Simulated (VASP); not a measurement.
Input of a VASP 6.6.1 run:

The input INCAR:

```
SYSTEM = Ag
PREC     = Accurate       ! precision mode
ENCUT    = 520            ! plane-wave cutoff, eV
EDIFF    = 1E-7           ! SCF threshold, eV
ISMEAR   = -1             ! smearing method
SIGMA    = 0.05           ! smearing width, eV
LREAL    = .FALSE.        ! projectors in reciprocal space
LASPH    = .TRUE.         ! aspherical terms in the spheres
NELM     = 150            ! most SCF steps
ALGO     = Normal         ! electronic algorithm
ISIF     = 2              ! what is computed and relaxed
LWAVE    = .FALSE.        ! write WAVECAR
LCHARG   = .FALSE.        ! write CHGCAR
LNONCOLLINEAR= .TRUE.         ! non-collinear magnetism
MAGMOM   = 0 0 0 0 0 0    ! initial moments
LORBIT   = 11             ! projections on sites
LSORBIT  = .TRUE.         ! spin-orbit coupling
GGA_COMPAT= .FALSE.      
LORBMOM  = .TRUE.       
LMAXMIX  = 4              ! l up to which the mixer works
GGA      = PE             ! functional
NBANDS   = 34             ! bands
```

Contents of KPOINTS:

```
Automatic mesh
0
G
  14 14 8
  0 0 0
```

File POSCAR:

```
Ag
1.0
    2.9299980804      0.0000000000      0.0000000000
   -1.4649990402      2.5374527707      0.0000000000
    0.0000000000      0.0000000000      4.7900000000
Ag
2
Direct
    0.3333333333      0.6666666667      0.2500000000
    0.6666666667      0.3333333333      0.7500000000
```

Potentials or basis: VASP PAW PBE potentials, release 64 (Ag).

Command:

```sh
$ cat potpaw_PBE.64/Ag/POTCAR > POTCAR
$ mpirun -np 1 vasp_ncl > vasp.out
```

(1) What does it give for the net moment?

(2) Predict the pressure.

## Answers

(1) 0.00 μB per cell.

(2) 0.2 GPa.
